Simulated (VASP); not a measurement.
# SmSbTe3 (R3m) in VASP: single point with LDA+U

Aim: the single point of SmSbTe3 with LDA+U.

All numbers are computed with VASP 6.6.1; they aren't measurements. Logs are shortened: lines on timing, memory, paths and dates and some standing lists are left out, and cuts for length are marked.

## Step 1: The cell of the first run

The structure is trigonal, space group R3m (No. 160). The conventional cell has a = 4.404 Å, b = 4.404 Å, c = 31.607 Å, α = 90.00°, β = 90.00°, γ = 120.00°. Sb (site symmetry 3m) has 6 Te at 3.02 to 3.29 Å within 4.0 Å. Sm (site symmetry 3m) has 6 Te at 3.06 to 3.25 Å within 4.0 Å. Te (site symmetry 3m) has 3 Sm at 3.06 Å and 3 Te at 4.00 Å within 4.0 Å. Te (site symmetry 3m) has 3 Sb at 3.02 Å and 3 Te at 4.00 Å within 4.0 Å. Within 4.6 Å of Te (site symmetry 3m) lie 3 Sm at 3.25 Å and 3 Sb at 3.29 Å and 12 Te at 4.40 to 4.51 Å.

## Step 2: Single point, LDA+U, collinear spin, ferromagnetic start

INCAR

```
SYSTEM = SmSbTe3
PREC = Accurate
ENCUT = 520
EDIFF = 1E-6
ISMEAR = 0
SIGMA = 0.05
LREAL = .FALSE.
LASPH = .TRUE.
NELM = 150
ALGO = Normal
ISIF = 2
LWAVE = .FALSE.
LCHARG = .FALSE.
ISPIN = 2
MAGMOM = 0 5 0 0 0
LORBIT = 11
LMAXMIX = 6
LDAU = .TRUE.
LDAUTYPE = 2
LDAUL = -1 3 -1
LDAUU = 0 4 0
LDAUJ = 0 0 0
LDAUPRINT = 1
GGA = CA
NBANDS = 32
```

KPOINTS

```
regular mesh
0
G
  5 5 5
  0 0 0
```

POSCAR

```
SmSbTe3
1.0
    2.2019372200      1.2712890500     10.5356448300
   -2.2019372200      1.2712890500     10.5356448300
    0.0000000000     -2.5425781000     10.5356448300
Sb Sm Te
1 1 3
Direct
    0.6007766700      0.6007766700      0.6007766700
    0.3977650000      0.3977650000      0.3977650000
    0.7850200000      0.7850200000      0.7850200000
    0.2160400000      0.2160400000      0.2160400000
    0.0003980000      0.0003980000      0.0003980000
```

Potentials or basis: VASP PAW PBE potentials, release 64 (Sb, Sm, Te).

The run is started by

```
$ cat potpaw_PBE.64/Sb/POTCAR potpaw_PBE.64/Sm/POTCAR potpaw_PBE.64/Te/POTCAR > POTCAR
$ mpirun -np 1 vasp_std > vasp.out
```

OUTCAR:

```text
SYSTEM = SmSbTe3
   PREC = Accurate
   ENCUT = 520
   EDIFF = 1E-6
   ISMEAR = 0
   LREAL = .FALSE.
   LASPH = .TRUE.
   NELM = 150
   ISIF = 2
   ISPIN = 2
   LORBIT = 11
   GGA = CA

 ion  position               nearest neighbor table
   1  0.601  0.601  0.601-   4 3.02   4 3.02   4 3.02   5 3.29   5 3.29   5 3.29
   2  0.398  0.398  0.398-   3 3.06   3 3.06   3 3.06   5 3.25   5 3.25   5 3.25
   3  0.785  0.785  0.785-   2 3.06   2 3.06   2 3.06
   4  0.216  0.216  0.216-   1 3.02   1 3.02   1 3.02
   5  0.000  0.000  0.000-   2 3.25   2 3.25   2 3.25   1 3.29   1 3.29   1 3.29

  LATTYP: Found a trigonal (rhomboedric) cell.
 ALAT       =    10.8381047860
 COS(alpha) =     0.9174469409

  Lattice vectors:

 A1 = (   2.2019372200,   1.2712890500,  10.5356448300)
 A2 = (  -2.2019372200,   1.2712890500,  10.5356448300)
 A3 = (   0.0000000000,  -2.5425781000,  10.5356448300)

Analysis of symmetry for initial positions (statically):
=====================================================================
 Subroutine PRICEL returns:
 Original cell was already a primitive cell.

 Routine SETGRP: Setting up the symmetry group for a
 trigonal (rhombohedral) supercell.

 Subroutine GETGRP returns: Found  6 space group operations
 (whereof  6 operations were pure point group operations)
 out of a pool of 12 trial point group operations.

The static configuration has the point symmetry C_3v.

Analysis of symmetry for dynamics (positions and initial velocities):
=====================================================================
 Subroutine PRICEL returns:
 Original cell was already a primitive cell.

 Routine SETGRP: Setting up the symmetry group for a
 trigonal (rhombohedral) supercell.

 Subroutine GETGRP returns: Found  6 space group operations
 (whereof  6 operations were pure point group operations)
 out of a pool of 12 trial point group operations.

The dynamic configuration has the point symmetry C_3v.

Analysis of structural, dynamic, and magnetic symmetry:
=====================================================================
 Subroutine PRICEL returns:
 Original cell was already a primitive cell.

[... 189 lines left out ...]
  o =  0.9778  v =  0.7472  0.0000  0.0000 -0.6646  0.0000  0.0000  0.0000  0.0000  0.0000  0.0000  0.0000  0.0000  0.0000  0.0000      0.0000  0.0000  0.0000  0.0000  0.0000  0.0000  0.0000  0.0000  0.0000  0.0000  0.0000  0.0000  0.0000  0.0000

 number of electron      38.9999999 magnetization       5.2476081

 Free energy of the ion-electron system (eV)
  ---------------------------------------------------
  ext. energy  EPLUGINS =         0.00000000
  ---------------------------------------------------
  free energy    TOTEN  =       -27.57519157 eV

  energy without entropy =      -27.56964217  energy(sigma->0) =      -27.57241687

 E-fermi :   3.7779     XC(G=0):  -9.1991

 val. band max:        3.7504562487   @ k =   0.4000   0.2000  -0.0000
 cond. band min:       3.7782856953   @ k =   0.4000   0.4000   0.2000
 fundamental gap:      0.0278294466
 Fermi energy:         3.7779365243

 spin component 1

 k-point     1 :       0.0000    0.0000    0.0000
  band No.  band energies     occupation
      1     -34.8756      1.00000
      2     -14.7275      1.00000
      3     -14.5874      1.00000
      4     -14.5874      1.00000
      5      -8.2707      1.00000
      6      -6.7042      1.00000
[... 635 lines left out ...]
     30       7.6574      0.00000
     31       8.6924      0.00000
 Fermi energy:         3.7779365243

 spin component 2

 k-point     1 :       0.0000    0.0000    0.0000
  band No.  band energies     occupation
      1     -32.5757      1.00000
      2     -13.0779      1.00000
      3     -12.8763      1.00000
      4     -12.8763      1.00000
      5      -8.2944      1.00000
      6      -6.7210      1.00000
[... 635 lines left out ...]
     30      10.1357      0.00000
     31      10.2638      0.00000
 [bands above 31 left out]

------------------------ aborting loop because EDIFF is reached ----------------------------------------

  FORCE on cell =-STRESS in cart. coord.  units (eV):
  Direction    XX          YY          ZZ          XY          YZ          ZX
  --------------------------------------------------------------------------------------
  -------------------------------------------------------------------------------------
  Total       -2.7738185     -2.7738186     -2.2862279      0.0000000      0.0000000      0.0000000
  in kB      -25.1146435    -25.1146437    -20.6999117      0.0000000      0.0000000      0.0000000
  external PRESSURE =     -23.6430663 kB  Pullay stress =       0.0000000 kB

 VOLUME and BASIS-vectors are now :
 -----------------------------------------------------------------------------
  energy-cutoff  :      520.00
  volume of cell :      176.95
      direct lattice vectors                 reciprocal lattice vectors
     2.201937220  1.271289050 10.535644830     0.227072777  0.131100529  0.031638627
    -2.201937220  1.271289050 10.535644830    -0.227072777  0.131100529  0.031638627
     0.000000000 -2.542578100 10.535644830     0.000000000 -0.262201058  0.031638627

 POSITION                                       TOTAL-FORCE (eV/Angst)
 -----------------------------------------------------------------------------------
      0.00000      0.00000     18.98871         0.000000      0.000000      0.109799
      0.00000      0.00000     12.57213         0.000000      0.000000     -0.381330
      0.00000      0.00000     24.81208         0.000000      0.000000      0.378108
      0.00000      0.00000      6.82836         0.000000      0.000000     -0.011593
      0.00000      0.00000      0.01258         0.000000      0.000000     -0.094984
 -----------------------------------------------------------------------------------
    total drift:                                0.000000      0.000000      0.000242

  FREE ENERGIE OF THE ION-ELECTRON SYSTEM (eV)
  ---------------------------------------------------
  free  energy   TOTEN  =       -27.5751915716 eV

  energy  without entropy=      -27.5696421664  energy(sigma->0) =      -27.57241687

 total charge

# of ion       s       p       d       f       tot
--------------------------------------------------
    1        1.306   0.952   0.042   0.000   2.299
    2        2.027   5.622   0.408   5.509  13.564
    3        1.379   2.041   0.013   0.000   3.433
    4        1.420   1.858   0.025   0.000   3.304
    5        1.376   2.013   0.016   0.000   3.405
--------------------------------------------------
tot          7.507  12.485   0.504   5.509  26.005

 magnetization (x)

# of ion       s       p       d       f       tot
--------------------------------------------------
    1       -0.007  -0.002  -0.001   0.000  -0.010
    2       -0.009  -0.073   0.043   5.478   5.439
    3       -0.005  -0.137   0.001   0.000  -0.140
    4       -0.001  -0.030  -0.000   0.000  -0.031
    5       -0.003  -0.055   0.001   0.000  -0.057
--------------------------------------------------
tot         -0.024  -0.297   0.044   5.478   5.201
```

OSZICAR:

```text
N       E                     dE             d eps       ncg     rms          rms(c)
DAV:   1     0.256414165837E+03    0.25641E+03   -0.13536E+04  3376   0.304E+03
DAV:   2     0.202919256445E+02   -0.23612E+03   -0.21455E+03  3848   0.474E+02
DAV:   3    -0.193678478355E+02   -0.39660E+02   -0.38733E+02  3792   0.110E+02
[... 20 lines left out ...]
DAV:  24    -0.275751792250E+02   -0.29295E-04   -0.15201E-04  4712   0.415E-01    0.661E-02
DAV:  25    -0.275751854351E+02   -0.62101E-05   -0.29408E-05  4208   0.101E-01    0.933E-02
DAV:  26    -0.275751831051E+02    0.23300E-05   -0.24153E-05  3664   0.874E-02    0.720E-02
DAV:  27    -0.275751907710E+02   -0.76659E-05   -0.55798E-06  3064   0.101E-01    0.368E-02
DAV:  28    -0.275751915716E+02   -0.80068E-06   -0.21583E-06  2064   0.822E-02
   1 F= -.27575192E+02 E0= -.27572417E+02  d E =-.554941E-02  mag=     5.2477
```

stdout:

```text
POSCAR found type information on POSCAR SbSmTe
 POSCAR found :  3 types and       5 ions
 scaLAPACK will be used
 -----------------------------------------------------------------------------
|                                                                             |
|                                                                             |
|     You enforced a specific xc type in the INCAR file but a different       |
|     I HOPE YOU KNOW WHAT YOU ARE DOING!                                     |
|                                                                             |
 -----------------------------------------------------------------------------

 LDA part: xc-table for (Slater(with rela. corr.)+CA(PZ))
 , standard interpolation
 POSCAR, INCAR and KPOINTS ok, starting setup
 FFT: planning ... GRIDC
 FFT: planning ... GRID_SOFT
 FFT: planning ... GRID
 WAVECAR not read
 entering main loop
```

Run time: 65 min. Hardware: 1 thread of Intel Xeon Platinum 8488C (Sapphire Rapids), shared host; peak memory 1 GiB.

Results:

| Quantity | Value |
| --- | --- |
| Free energy | -27.5752 eV |
| Pressure | -2.4 GPa |
| Largest force | 0.381 eV/Å |
| Net moment | 5.25 μB per cell |
| Site moments | Sb -0.01; Sm +5.44; Te -0.14, -0.03, -0.06 μB |
| Valence electrons inside the program's atomic spheres | Sb 2.30; Sm 13.56; Te 3.43, 3.30, 3.40 |

Forces on the atoms (eV/Å):
```
Sb   0.000  0.000  0.110
Sm   0.000  0.000 -0.381
Te   0.000  0.000  0.378
Te   0.000  0.000 -0.012
Te   0.000  0.000 -0.095
```

Stress tensor (GPa, compression positive):
```
-2.51  0.00  0.00
 0.00 -2.51  0.00
 0.00  0.00 -2.07
```

Levels at points of the mesh, in eV from the Fermi level:
Spin up:
```csv
k point,band 20,band 21,band 22,band 23,band 24,band 25
"(0.00, 0.00, 0.00)",-0.63,-0.23,0.42,0.42,1.26,1.68
```
Spin down:
| k point | band 15 | band 16 | band 17 | band 18 | band 19 | band 20 |
| --- | --- | --- | --- | --- | --- | --- |
| (0.00, 0.00, 0.00) | -0.22 | -0.05 | -0.05 | 1.29 | 1.57 | 1.57 |

Eigenvalues of the final occupation matrices:
| site | spin | trace | eigenvalues |
| --- | --- | --- | --- |
| site 2 f | 1 | 5.50 | 0.01 0.79 0.79 0.97 0.98 0.98 0.98 |
| site 2 f | 2 | 0.02 | 0.00 0.00 0.00 0.00 0.00 0.00 0.00 |

Caveat: the magnetic or orbital state may not be the lowest; the PAW data sets were made with another functional, which shifts forces and pressure a little; spin-orbit coupling is left out, which moves the levels of the heavy elements.
